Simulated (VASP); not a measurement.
Set up this calculation in VASP 6.6.1, as the native input.

| Quantity | Value |
| --- | --- |
| Task | relaxation of cell and atoms |
| Functional | PBE |
| Potentials or basis | VASP PAW PBE potentials, release 64 (Pb_d) |
| Cutoff | 600 eV |
| k mesh | 12 × 12 × 12 |
| Occupations | fermi-dirac, width 0.1 eV |
| Spin | no spin polarisation |
| Target pressure | 4.9 GPa |
| Dipole correction | no |
| Further INCAR settings | ALGO = Normal; EDIFF = 1e-07; IBRION = 2; EDIFFG = -0.005; NSW = 32; ISIF = 3 |

The structure of Pb lies in POSCAR:

```
Pb
1.0
    3.1414445647      0.0000000000      0.0000000000
    0.0000000000      3.1414445647      0.0000000000
    0.0000000000      0.0000000000      3.1414445647
Pb
1
Direct
    0.0000000000      0.0000000000      0.0000000000
```

The input as run:

INCAR

```
PREC = Accurate ; ENCUT = 600
EDIFF = 1E-7 ; ISMEAR = -1
SIGMA = 0.1 ; LREAL = F
LASPH = T ; NELM = 100
ALGO = Normal ; ISIF = 3
LWAVE = F ; LCHARG = F
GGA = PE ; IBRION = 2
NSW = 32 ; EDIFFG = -0.005
PSTRESS = 49.0
```

KPOINTS

```
Automatic mesh
0
Gamma
  12 12 12
```

Potentials or basis: VASP PAW PBE potentials, release 64 (Pb_d).

Run with:

```console
$ cat potpaw_PBE.64/Pb_d/POTCAR > POTCAR
$ mpirun -np 1 vasp_std > vasp.out
```

It gave:

```yaml
Pressure_after_relaxing: 4.9 GPa
Band_gap_on_the_k_mesh: zero (band 7 reaches 12.04 eV, above the bottom of band 8 at 4.79 eV)
```

Caveat: the relaxation stopped at its first step, so nothing moved; the cell is relaxed towards a set pressure, so the enthalpy falls and the energy may rise; spin-orbit coupling is left out, which moves the levels of the heavy elements.

Run time: 11 s on 1 thread of Intel(R) Xeon(R) 6975P-C (Granite Rapids), with other jobs on the host, peak memory 0.18 GiB.
